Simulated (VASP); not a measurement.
Set up this calculation in VASP 6.6.1, as the native input.

```
Task                   : single point
Functional             : PBEsol
Potentials or basis    : VASP PAW PBE potentials, release 64 (Si, C)
Cutoff                 : 520 eV
k mesh                 : 10 × 10 × 10
Occupations            : gaussian, width 0.02 eV
Spin                   : no spin polarisation
Dipole correction      : no
Further INCAR settings : ALGO = Normal; EDIFF = 1e-06; NBANDS = 11
```

The structure of SiC lies in POSCAR:

```
SiC
1.0
    0.0000000000      2.1783973946      2.1783973946
    2.1783973946      0.0000000000      2.1783973946
    2.1783973946      2.1783973946      0.0000000000
Si C
1 1
Direct
    0.2500000000      0.2500000000      0.2500000000
    0.0000000000      0.0000000000      0.0000000000
```

These files were run (other wordings do the same):

INCAR

```
ALGO = Normal ; EDIFF = 1E-6
ENCUT = 520 ; GGA = PS
ISIF = 2 ; ISMEAR = 0
LASPH = True ; LCHARG = False
LREAL = False ; LWAVE = False
NBANDS = 11 ; NELM = 80
PREC = Accurate ; SIGMA = 0.02
```

KPOINTS

```
k-points
0
Gamma
  10 10 10
```

Potentials or basis: VASP PAW PBE potentials, release 64 (Si, C).

Run with:

```sh
$ cat potpaw_PBE.64/Si/POTCAR potpaw_PBE.64/C/POTCAR > POTCAR
$ mpirun -np 1 vasp_std > vasp.out
```

It gave:

- Pressure: 0.4 GPa
- Band gap on the k mesh: 1.23 eV, indirect (least direct gap 4.44 eV)

Caveat: the PAW data sets were made with another functional, which shifts forces and pressure a little.

Wall time 8.2 s on 1 thread of Intel Xeon 6975P-C, on a shared host, peak memory 0.14 GiB.
